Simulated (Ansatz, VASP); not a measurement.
**MoRu: VASP beside Ansatz**

The input INCAR:

```
PREC = Accurate ; ENCUT = 500
EDIFF = 1E-6 ; ISMEAR = 0
SIGMA = 0.1 ; LREAL = False
LASPH = True ; NELM = 120
ALGO = Normal ; ISIF = 2
LWAVE = False ; LCHARG = False
NBANDS = 21 ; GGA_COMPAT = False
```

File KPOINTS:

```
regular mesh
0
Gamma
  9 9 4
```

Contents of POSCAR:

```
MoRu
1.0
    2.7774147960      0.0000000000      0.0000000000
   -1.3887073980      2.4053117702      0.0000000000
    0.0000000000      0.0000000000      4.4637070000
Mo Ru
1 1
Direct
    0.6666666700      0.3333333300      0.0000000000
    0.3333333300      0.6666666700      0.5000000000
```

Input for Ansatz:

```yaml
crystal:
  lattice:
    - [2.777414796, 0.0, 0.0]
    - [-1.388707398, 2.4053117702, 0.0]
    - [0.0, 0.0, 4.463707]
  atoms:
    - { symbol: Mo, position: [0.66666667, 0.33333333, 0.0] }
    - { symbol: Ru, position: [0.33333333, 0.66666667, 0.5] }
basis:
  ecutwfc: 420
kpoints:
  mp_grid: { grid: [9, 9, 4] }
hamiltonian:
  xc: lda
scf:
  occupations: { method: gaussian, width: 0.1 }
output:
  forces: true
  stress: true
  eigenvalues: true
```

Alike in both runs: task single point; functional LDA; k mesh 9 × 9 × 4; occupations gaussian, width 0.1 eV; no spin polarisation.

```csv
,VASP,Ansatz
version,VASP 6.6.1,Ansatz 0.2.0
potentials or method,"VASP PAW LDA potentials, release 64 (Mo_sv, Ru_pv), cutoff 500 eV","scalar-relativistic, plane waves, PAW"
valence electrons in the cell,28,30
```

|  | VASP | Ansatz | Ansatz less VASP |
| --- | --- | --- | --- |
| gap on the k mesh at the Fermi level (eV) | none | none | - |
| pressure (GPa) | -16.4 | -17.3 | -0.87 |
| traceless stress, the component that is largest in VASP (GPa) | -1.24 | -1.20 | +0.041 |

LDA's correlation is that of Perdew and Zunger in VASP and of Perdew and Wang (1992) in Ansatz. A gap of «none» marks a metal or a gap that the smearing closes. VASP's potentials hold 28 valence electrons a cell and Ansatz's 30, so a difference there can come from the potentials and not from the codes.
